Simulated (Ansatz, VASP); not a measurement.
# One calculation of SiC, two programs

The input INCAR:

```
SYSTEM = SiC
PREC = Accurate
ENCUT = 520
EDIFF = 1E-6
ISMEAR = -5
SIGMA = 0.1
LREAL = .FALSE.
LASPH = .TRUE.
NELM = 60
ALGO = Normal
ISIF = 2
LWAVE = .FALSE.
LCHARG = .TRUE.
GGA = PE
LELF = .TRUE.
LVHAR = .TRUE.
NBANDS = 16
```

The input KPOINTS:

```
regular mesh
0
G
  12 12 8
  0 0 0
```

The input POSCAR:

```
SiC
1.0
    3.0919366045      0.0000000000      0.0000000000
   -1.5459683023      2.6776956464      0.0000000000
    0.0000000000      0.0000000000      5.0743114968
Si C
2 2
Direct
    0.3333333333      0.6666666667      0.0045824632
    0.6666666667      0.3333333333      0.5045824632
    0.3333333333      0.6666666667      0.3804175368
    0.6666666667      0.3333333333      0.8804175368
```

Input for Ansatz:

```yaml
crystal:
  lattice:
    - [3.091936604507, 2.886742112412e-11, 0.0]
    - [-1.545968302278, 2.67769564638, 0.0]
    - [0.0, 0.0, 5.0743114968]
  atoms:
    - { symbol: Si, position: [0.3333333333333, 0.6666666666667, 0.0045824632] }
    - { symbol: Si, position: [0.6666666666667, 0.3333333333333, 0.5045824632] }
    - { symbol: C, position: [0.3333333333333, 0.6666666666667, 0.3804175368] }
    - { symbol: C, position: [0.6666666666667, 0.3333333333333, 0.8804175368] }
basis:
  ecutwfc: 420
  ecutrho_ratio: 6
kpoints:
  mp_grid: { grid: [12, 12, 8] }
hamiltonian:
  xc: pbe
scf:
  occupations: { method: tetrahedron }
output:
  forces: true
  stress: true
```

Alike in both runs: task single point; functional PBE; k mesh 12 × 12 × 8; occupations tetrahedron; no spin polarisation.

|  | VASP | Ansatz |
| --- | --- | --- |
| version | VASP 6.6.1 | Ansatz 0.2.0 |
| potentials or method | VASP PAW PBE potentials, release 64 (Si, C), cutoff 520 eV | scalar-relativistic, plane waves, PAW |
| valence electrons in the cell | 16 | 16 |

```csv
,VASP,Ansatz,Ansatz less VASP
gap on the k mesh at the Fermi level (eV),2.30,2.31,+0.004
pressure (GPa),0.0,0.0,+0.05
```

Ansatz's warnings: band table not solved further, tetrahedron derivatives may miss energy slope.
